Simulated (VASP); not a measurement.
# C (I4_1/amd) in VASP: relaxation of cell and atoms with PBE

Aim: the relaxation of cell and atoms of C with PBE.

All numbers are computed with VASP 6.6.1; they aren't measurements. Logs are shortened: lines on timing, memory, paths and dates and some standing lists are left out, and cuts for length are marked.

## Step 1: The cell of the first run

It takes space group I4_1/amd (No. 141, tetragonal). Conventional cell: a = 2.974 Å, b = 2.974 Å, c = 1.636 Å, α = 90.00°, β = 90.00°, γ = 90.00°. C (site symmetry -4m2) has 10 C at 1.54 to 1.93 Å within 2.1 Å.

## Step 2: Relaxation of cell and atoms, PBE, target pressure 380 GPa, at which the enthalpy is minimised

INCAR reads:

```
SYSTEM = C
PREC = Accurate
ENCUT = 600
EDIFF = 1E-7
ISMEAR = -1
SIGMA = 0.05
LREAL = .FALSE.
LASPH = .TRUE.
NELM = 60
ALGO = Normal
ISIF = 3
LWAVE = .FALSE.
LCHARG = .FALSE.
GGA = PE
IBRION = 2
NSW = 60
EDIFFG = -0.005
PSTRESS = 3800.0
```

KPOINTS reads:

```
regular mesh
0
G
  27 27 27
  0 0 0
```

POSCAR reads:

```
C
1.0
   -1.4870212944      1.4870212944      0.8178617119
    1.4870212944     -1.4870212944      0.8178617119
    1.4870212944      1.4870212944     -0.8178617119
C
2
Direct
   -0.3750000000     -0.1250000000     -0.2500000000
    0.3750000000      0.1250000000      0.2500000000
```

Potentials or basis: VASP PAW PBE potentials, release 64 (C).

Started as:

```sh
> cat potpaw_PBE.64/C/POTCAR > POTCAR
> mpirun -np 1 vasp_std > vasp.out
```

OUTCAR:

```text
SYSTEM = C
   PREC = Accurate
   ENCUT = 600
   EDIFF = 1E-7
   ISMEAR = -1
   LREAL = .FALSE.
   LASPH = .TRUE.
   NELM = 60
   ISIF = 3
   GGA = PE
   IBRION = 2
   NSW = 60
   EDIFFG = -0.005
   PSTRESS = 3800.0

 ion  position               nearest neighbor table
   1  0.625  0.875  0.750-   2 1.54   2 1.54   2 1.54   2 1.54   2 1.93   2 1.93   2 1.93   2 1.93

   2  0.375  0.125  0.250-   1 1.54   1 1.54   1 1.54   1 1.54   1 1.93   1 1.93   1 1.93   1 1.93

  LATTYP: Found a body centered tetragonal cell.
 ALAT       =     2.9740425888
 C/A-ratio  =     0.5500000000

  Lattice vectors:

 A1 = (  -1.4870212944,   1.4870212944,   0.8178617119)
 A2 = (   1.4870212944,  -1.4870212944,   0.8178617119)
 A3 = (   1.4870212944,   1.4870212944,  -0.8178617119)

Analysis of symmetry for initial positions (statically):
=====================================================================
 Subroutine PRICEL returns:
 Original cell was already a primitive cell.

 Routine SETGRP: Setting up the symmetry group for a
 body centered tetragonal supercell.

 Subroutine GETGRP returns: Found 16 space group operations
 (whereof  4 operations were pure point group operations)
 out of a pool of 16 trial point group operations.

The static configuration has the point symmetry C_2h.
 The point group associated with its full space group is D_4h.

Analysis of symmetry for dynamics (positions and initial velocities):
=====================================================================
 Subroutine PRICEL returns:
 Original cell was already a primitive cell.

 Routine SETGRP: Setting up the symmetry group for a
 body centered tetragonal supercell.

 Subroutine GETGRP returns: Found 16 space group operations
 (whereof  4 operations were pure point group operations)
 out of a pool of 16 trial point group operations.

The dynamic configuration has the point symmetry C_2h.
 The point group associated with its full space group is D_4h.

 Subroutine INISYM returns: Found 16 space group operations
 (whereof  4 operations are pure point group operations),
 and found     1 'primitive' translations

----------------------------------------------------------------------------------------

                                     Primitive cell

  volume of cell :       7.2339

  direct lattice vectors                    reciprocal lattice vectors
    -1.487021294  1.487021294  0.817861712     0.000000000  0.336242663  0.611350296
     1.487021294 -1.487021294  0.817861712     0.336242663  0.000000000  0.611350296
     1.487021294  1.487021294 -0.817861712     0.336242663  0.336242663  0.000000000

  length of vectors
     2.256404760  2.256404760  2.256404760     0.697716499  0.697716499  0.475518934

  position of ions in fractional coordinates (direct lattice)
     0.625000000  0.875000000  0.750000000
     0.375000000  0.125000000  0.250000000

  ion indices of the primitive-cell ions
   primitive index   ion index
                 1           1
                 2           2

----------------------------------------------------------------------------------------

 KPOINTS: regular mesh

Automatic generation of k-mesh.
 Grid dimensions read from file:
 generate k-points for:   27   27   27

 Generating k-lattice:

  Cartesian coordinates                     Fractional coordinates (reciprocal lattice)
     0.000000000  0.012453432  0.022642604     0.037037037  0.000000000 -0.000000000
     0.012453432  0.000000000  0.022642604     0.000000000  0.037037037 -0.000000000
     0.012453432  0.012453432  0.000000000     0.000000000  0.000000000  0.037037037

  Length of vectors
     0.025841352  0.025841352  0.017611812

  Shift w.r.t. Gamma in fractional coordinates (k-lattice)
     0.000000000  0.000000000  0.000000000

 Subroutine IBZKPT returns following result:
 ===========================================

 Found   1470 irreducible k-points:

 Following reciprocal coordinates:
            Coordinates               Weight
  0.000000  0.000000  0.000000      1.000000
  0.037037  0.000000  0.000000      8.000000
  0.074074  0.000000  0.000000      8.000000
  0.111111 -0.000000  0.000000      8.000000
  0.148148 -0.000000  0.000000      8.000000
  0.185185 -0.000000  0.000000      8.000000
[... 16 lines left out ...]
  0.333333  0.037037  0.000000     16.000000
  0.370370  0.037037  0.000000     16.000000
 [... further k-points ...]
   k-points           NKPTS =   1470   k-points in BZ     NKDIM =   1470   number of bands    NBANDS=      8
   number of dos      NEDOS =    301   number of ions     NIONS =      2
   total plane-waves  NPLWV =   5832
   dimension x,y,z NGX =    18 NGY =   18 NGZ =   18
   dimension x,y,z NGXF=    36 NGYF=   36 NGZF=   36
   ions per type =               2
   NGX,Y,Z   is equivalent  to a cutoff of  13.26, 13.26, 13.26 a.u.
   NGXF,Y,Z  is equivalent  to a cutoff of  26.52, 26.52, 26.52 a.u.
 SYSTEM =  C
   PREC   = accura    normal or accurate (medium, high low for compatibility)
   ISTART =      0    job   : 0-new  1-cont  2-samecut
   ICHARG =      2    charge: 1-file 2-atom 10-const
   ISPIN  =      1    spin polarized calculation?
   LNONCOLLINEAR =      F non collinear calculations
   LSORBIT =      F    spin-orbit coupling
   LASPH  =      T    aspherical Exc in radial PAW
   ENCUT  =  600.0 eV  44.10 Ry    6.64 a.u.   4.51  4.51  4.51*2*pi/ulx,y,z
   NELM   =     60;   NELMIN=  2; NELMDL= -5     # of ELM steps
   EDIFF  = 0.1E-06   stopping-criterion for ELM
   LREAL  =      F    real-space projection
   EDIFFG = -.5E-02   stopping-criterion for IOM
   NSW    =     60    number of steps for IOM
   IBRION =      2    ionic relax: 0-MD 1-quasi-New 2-CG
   NFREE  =      1    steps in history (QN), initial steepest desc. (CG)
   ISIF   =      3    stress and relaxation
   ISYM   =      2    0-nonsym 1-usesym 2-fastsym
   POTIM  = 0.5000    time-step for ionic-motion
   TEBEG  =    0.0;   TEEND  =   0.0 temperature during run
   PSTRESS= 3800.0 pullay stress
   NELECT =       8.0000    total number of electrons
   NUPDOWN=      -1.0000    fix difference up-down
   EMIN   =  10.00;   EMAX   =-10.00  energy-range for DOS
   EFERMI =   0.00;   METHOD = LEGACY
   ISMEAR =    -1;   SIGMA  =   0.05  broadening in eV -4-tet -1-fermi 0-gaus
   EFERMI_NEDOS =   21; number of points for ismear=-14 and -15
   IALGO  =     38    algorithm
   IMIX   =      4    mixing-type and parameters
     AMIX     =   0.40;   BMIX     =  1.00
     AMIX_MAG =   1.60;   BMIX_MAG =  1.00
  volume/ion in A,a.u.               =       3.62        24.41
  Fermi-wavevector in a.u.,A,eV,Ry     =   1.692960  3.199231 38.995851  2.866114
  Thomas-Fermi vector in A             =   2.774452
   LORBIT       =      0    0 simple, 1 ext, 2 COOP (PROOUT), +10 PAW based schemes
   GGA     = PE    functional components
   LHFCALC =     F    Hartree Fock is set to
   AEXX    =    0.0000 exact exchange contribution
   IVDW    =     0    specifies the selected vdW correction
   LEPSILON=     F    determine dielectric tensor
   LRPA    =     F    only Hartree local field effects (RPA)
 conjugate gradient relaxation of ions
 non-spin polarized calculation
  energy-cutoff  :      600.00
  volume of cell :        7.23
 maximum number of plane-waves:       261
 NGX is ok and might be reduce to    18
   NGX =  9   NGY =  9   NGZ =  9

--------------------------------------- Ionic step        1  -------------------------------------------

 number of electron       8.0000000 magnetization

 Free energy of the ion-electron system (eV)
  ---------------------------------------------------
  ext. energy  EPLUGINS =         0.00000000
  ---------------------------------------------------
  free energy    TOTEN  =        -9.84542002 eV

  energy without entropy =       -9.84300305  energy(sigma->0) =       -9.84421154

------------------------ aborting loop because EDIFF is reached ----------------------------------------

  FORCE on cell =-STRESS in cart. coord.  units (eV):
  Direction    XX          YY          ZZ          XY          YZ          ZX
  --------------------------------------------------------------------------------------
  -------------------------------------------------------------------------------------
  Total       13.5486122     13.5486122     17.6733107      0.0000000      0.0000000     -0.0000000
  in kB     3000.7592384   3000.7592384   3914.3012831      0.0000000      0.0000000     -0.0000000
  external PRESSURE =    -494.7267467 kB  Pullay stress =    3800.0000000 kB
[... 93 lines left out ...]
  FREE ENERGIE OF THE ION-ELECTRON SYSTEM (eV)
  ---------------------------------------------------
  free  energy   TOTEN  =        -9.2059951831 eV

  energy  without entropy=       -9.2034022630  energy(sigma->0) =       -9.20469872

  enthalpy is  TOTEN    =         7.2167974113 eV   P V=       16.4227925944

[... ionic steps 4 to 25 ...]

--------------------------------------- Ionic step       26  -------------------------------------------

 number of electron       7.9999999 magnetization

------------------------ aborting loop because EDIFF is reached ----------------------------------------

  FORCE on cell =-STRESS in cart. coord.  units (eV):
  Direction    XX          YY          ZZ          XY          YZ          ZX
  --------------------------------------------------------------------------------------
  -------------------------------------------------------------------------------------
  Total       17.4265304     17.4265304     17.4118183      0.0000000     -0.0000000      0.0000000
  in kB     3799.2505038   3799.2505038   3796.0430535      0.0000000     -0.0000000      0.0000000
  external PRESSURE =      -1.8186463 kB  Pullay stress =    3800.0000000 kB
[... 61 lines left out ...]
  enthalpy is  TOTEN    =         3.7405270369 eV   P V=       17.4293458960

--------------------------------------- Ionic step       28  -------------------------------------------

 number of electron       7.9999999 magnetization

 Free energy of the ion-electron system (eV)
  ---------------------------------------------------
  ext. energy  EPLUGINS =         0.00000000
  ---------------------------------------------------
  free energy    TOTEN  =       -13.68773677 eV

  energy without entropy =      -13.68773677  energy(sigma->0) =      -13.68773677

 E-fermi :  19.0335     XC(G=0): -15.5560

 val. band max:       18.1774084521   @ k =   0.0000   0.0000   0.0000
 cond. band min:      20.7736824848   @ k =  -0.4074  -0.4074   0.4074
 fundamental gap:      2.5962740327
 Fermi energy:        19.0335234775

 k-point     1 :       0.0000    0.0000    0.0000
  band No.  band energies     occupation
      1     -11.1608      2.00000
      2      16.5817      2.00000
      3      16.5817      2.00000
      4      18.1774      2.00000
      5      23.3636      0.00000
      6      24.3698      0.00000
      7      24.3698      0.00000
      8      43.2431      0.00000
[... 243 lines left out ...]
 k-point    24 :       0.3704    0.0370    0.0000
  band No.  band energies     occupation
      1      -5.7844      2.00000
      2       2.2711      2.00000
      3      12.1057      2.00000
      4      14.5297      2.00000
      5      26.9901      0.00000
      6      27.6657      0.00000
      7      32.8792      0.00000
      8      37.4682      0.00000

 [... further k-points ...]

------------------------ aborting loop because EDIFF is reached ----------------------------------------

  FORCE on cell =-STRESS in cart. coord.  units (eV):
  Direction    XX          YY          ZZ          XY          YZ          ZX
  --------------------------------------------------------------------------------------
  -------------------------------------------------------------------------------------
  Total       17.4281003     17.4281003     17.4283092      0.0000000      0.0000000     -0.0000000
  in kB     3799.9644790   3799.9644790   3800.0100183      0.0000000      0.0000000     -0.0000000
  external PRESSURE =      -0.0203412 kB  Pullay stress =    3800.0000000 kB
[... 17 lines left out ...]
  FREE ENERGIE OF THE ION-ELECTRON SYSTEM (eV)
  ---------------------------------------------------
  free  energy   TOTEN  =       -13.6877367714 eV

  energy  without entropy=      -13.6877367714  energy(sigma->0) =      -13.68773677

  enthalpy is  TOTEN    =         3.7405264543 eV   P V=       17.4282632257

 reached required accuracy - stopping structural energy minimisation
```

Run time: 24 min. Hardware: 1 thread of Intel Xeon 8259CL, shared host; peak memory 0.2 GiB.

What came out:

| Item | Value |
| --- | --- |
| Free energy | -13.6877 eV |
| Relaxed volume | 3.67 Å³/atom |
| Relaxed cell | a = 2.157 Å, b = 2.157 Å, c = 2.157 Å, α = 117.47°, β = 117.47°, γ = 94.44° |
| Space group after relaxing (to 0.1 Å) | I4_1/amd (No. 141) |
| Energy change on relaxing (the run minimises the enthalpy) | -1921.2 meV/atom |
| Ionic steps | 28 |
| Pressure after relaxing | 380.0 GPa |
| Band gap on the k mesh | 2.60 eV (least direct gap 5.19 eV) |

Step by step:
```csv
step,energy change (eV),largest force (eV/Å),pressure (GPa),volume (Å³)
1,0.0000,0.0000,330.53,7.23
2,3.2479,0.0000,664.16,6.10
3,0.6394,0.0000,400.38,6.92
4,0.7088,0.0000,407.79,6.89
5,0.2844,0.0000,394.81,7.02
6,0.0440,0.0000,393.91,7.09
7,-0.4817,0.0000,405.17,7.17
8,-1.8402,0.0000,450.20,7.09
9,0.5249,0.0000,718.68,6.20
10,-1.6097,0.0000,589.25,6.60
11,-1.0869,0.0000,627.20,6.47
12,-1.1854,0.0000,614.52,6.51
13,-1.4173,0.0000,580.06,6.59
14,-1.4867,0.0000,574.82,6.61
15,-1.6899,0.0000,559.37,6.66
16,-2.0751,0.0000,529.64,6.76
17,-2.7652,0.0000,474.55,6.96
18,-3.8540,0.0000,379.77,7.35
19,-3.7789,0.0000,386.78,7.32
20,-3.7442,0.0000,389.98,7.31
21,-3.7585,0.0000,388.49,7.31
22,-3.8005,0.0000,384.04,7.33
23,-3.8158,0.0000,382.41,7.34
24,-3.8262,0.0000,381.45,7.34
25,-3.8535,0.0000,378.94,7.35
26,-3.8440,0.0000,379.82,7.35
27,-3.8434,0.0000,379.88,7.35
28,-3.8423,0.0000,380.00,7.35
```

Final structure:
```
CELL_PARAMETERS angstrom
-1.11971 1.11971 1.46526
1.11971 -1.11971 1.46526
1.11971 1.11971 -1.46526
ATOMIC_POSITIONS crystal
C 0.62500 0.87500 0.75000
C 0.37500 0.12500 0.25000
```

Caveat: the cell is relaxed towards a set pressure, so the run minimises the enthalpy, not the energy; an odd mesh through Γ misses points on the zone boundary, where band edges can lie.
